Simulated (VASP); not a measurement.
Input of a VASP 6.6.1 run:

The input INCAR:

```
SYSTEM = ZrO3
  PREC = Accurate
  ENCUT = 520
  EDIFF = 1E-8
  ISMEAR = 0
  SIGMA = 0.01
  LREAL = .False.
  LASPH = .True.
  NELM = 100
  ALGO = Normal
  ISIF = 2
  LWAVE = .False.
  LCHARG = .False.
  GGA = PE
  LEFG = .True.
  NBANDS = 40
```

KPOINTS

```
regular mesh
0
Gamma
  6 8 4
  0 0 0
```

File POSCAR:

```
ZrO3
1.0
    4.1157807878      0.0000000000      0.0411929009
    0.0000000000      3.2614877156      0.0000000000
   -0.8692156911      0.0000000000      7.8514959127
Zr O
2 6
Direct
    0.2783272068      0.7500000000      0.6477963170
    0.7216727932      0.2500000000      0.3522036830
    0.8734257475      0.7500000000      0.1999433735
    0.1265742525      0.2500000000      0.8000566265
    0.2420522278      0.2500000000      0.4582092614
    0.7579477722      0.7500000000      0.5417907386
    0.4882117743      0.2500000000      0.8005097998
    0.5117882257      0.7500000000      0.1994902002
```

Potentials or basis: VASP PAW PBE potentials, release 64 (Zr_sv, O).

Run with:

```bash
$ cat potpaw_PBE.64/Zr_sv/POTCAR potpaw_PBE.64/O/POTCAR > POTCAR
$ mpirun -np 1 vasp_std > vasp.out
```

**Question.** What does it give for the band gap on the k mesh?

**Answer.** 3.50 eV (least direct gap 3.61 eV).

**Question.** What does it give for the largest force?

**Answer.** 0.253 eV/Å.

**Question.** What does it give for the pressure?

**Answer.** 0.6 GPa.

Stress tensor (GPa, compression positive):
```
1.04 0.00 0.02
0.00 0.52 0.00
0.02 0.00 0.17
```

Caveat: without QUAD_EFG the Cq values of the log hold for a quadrupole moment of 1 mb, not for the nuclei. A k mesh can miss the band edges.
